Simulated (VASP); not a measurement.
# Ti: single point with r2SCAN

Crystal: Ti.

```
Ti
1.0
     0.00000   -3.25179    0.00000
    -3.25179    0.00000    0.00000
     0.00000    0.00000   -3.25179
Ti
2
Direct
  0.50000 0.50000 0.50000
  0.00000 0.00000 0.00000
```

```yaml
Program: VASP 6.6.1
Task: single point
Functional: r2SCAN
Potentials_or_basis: VASP PAW PBE potentials, release 64 (Ti_sv)
Cutoff: 520 eV
k_mesh: 10 × 10 × 10
Occupations: gaussian, width 0.15 eV
Spin: no spin polarisation
```

```json
{
  "Pressure": "0.5 GPa",
  "Band gap on the k mesh": "zero (band 12 reaches 9.38 eV, above the bottom of band 13 at 7.56 eV)"
}
```

Levels at points of the mesh, in eV from the Fermi level:
| k point | band 9 | band 10 | band 11 | band 12 | band 13 | band 14 | band 15 | band 16 |
| --- | --- | --- | --- | --- | --- | --- | --- | --- |
| (0.00, 0.00, 0.00) | -6.36 | -2.30 | -2.30 | 1.16 | 1.16 | 1.16 | 2.96 | 2.96 |
| (0.50, 0.00, 0.00) | -2.90 | -2.90 | 0.02 | 0.02 | 1.43 | 1.43 | 1.43 | 1.43 |
| (0.50, 0.50, 0.00) | -2.60 | -2.60 | -0.34 | -0.34 | 0.99 | 0.99 | 2.97 | 2.97 |
| (0.50, 0.50, 0.50) | -0.67 | -0.67 | -0.67 | -0.67 | -0.67 | -0.67 | 3.39 | 3.39 |

Run time: 59 s on 1 thread of Intel(R) Xeon(R) Platinum 8375C CPU @ 2.90GHz (Ice Lake), on a shared host, peak memory 0.16 GiB.

Caveat: the PAW data sets were made with another functional, which shifts forces and pressure a little.
